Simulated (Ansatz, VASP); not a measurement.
HfN in VASP and in Ansatz

INCAR

```
SYSTEM = HfN
PREC = Accurate
ENCUT = 520
EDIFF = 1E-6
ISMEAR = 0
SIGMA = 0.15
LREAL = .FALSE.
LASPH = .TRUE.
NELM = 60
ALGO = Normal
ISIF = 2
LWAVE = .FALSE.
LCHARG = .FALSE.
GGA = CA
NBANDS = 14
```

File KPOINTS:

```
regular mesh
0
G
  18 18 18
  0 0 0
```

File POSCAR:

```
HfN
1.0
    0.0000000000      2.3233347065      2.2339756793
    2.3233347065      0.0000000000      2.2339756793
    2.3233347065      2.3233347065      0.0000000000
Hf N
1 1
Direct
   -0.0007903877      0.0007903877      0.0007903877
    0.5100717301      0.4899282699      0.4899282699
```

Input for Ansatz:

```yaml
crystal:
  lattice:
    - [0.0, 2.3233347065, 2.2339756793]
    - [2.3233347065, 0.0, 2.2339756793]
    - [2.3233347065, 2.3233347065, 0.0]
  atoms:
    - { symbol: Hf, position: [-0.0007903877, 0.0007903877, 0.0007903877] }
    - { symbol: "N", position: [0.5100717301, 0.4899282699, 0.4899282699] }
basis:
  ecutwfc: 520.0
kpoints:
  mp_grid: { grid: [18, 18, 18] }
hamiltonian:
  xc: lda
  pseudopotentials: { kind: paw, azcp: { folder: soft_1 } }
scf:
  occupations: { method: gaussian, width: 0.15 }
output:
  forces: true
  stress: true
  eigenvalues: true
```

Change from the starting cell: mode 4 frozen in at -0.045 Å, equal normal strain along x and y +0.0400.

Alike in both runs: task single point; functional LDA; k mesh 18 × 18 × 18; occupations gaussian, width 0.15 eV; no spin polarisation.

|  | VASP | Ansatz |
| --- | --- | --- |
| version | VASP 6.6.1 | Ansatz 0.2.0 |
| potentials or method | VASP PAW LDA potentials, release 64 (Hf_pv, N), cutoff 520 eV | scalar-relativistic, plane waves, PAW |
| valence electrons in the cell | 15 | 31 |

|  | VASP | Ansatz | Ansatz less VASP |
| --- | --- | --- | --- |
| gap on the k mesh at the Fermi level (eV) | none | none | - |
| pressure (GPa) | -20.1 | -18.9 | +1.21 |
| traceless stress, the component that is largest in VASP (GPa) | 10.12 | 10.13 | +0.004 |
| rms of the force components (eV/Å) | 0.229 | 0.227 | -0.0023 |

Ansatz warns that its potentials were made for another functional, while VASP's fit it. LDA's correlation is that of Perdew and Zunger in VASP and of Perdew and Wang (1992) in Ansatz. Atom by atom the forces differ by 0.002 eV/Å (rms over components). A gap of «none» marks a metal or a gap that the smearing closes. VASP's potentials hold 15 valence electrons a cell and Ansatz's 31, so a difference there can come from the potentials and not from the codes.

Spin-orbit coupling is off throughout.
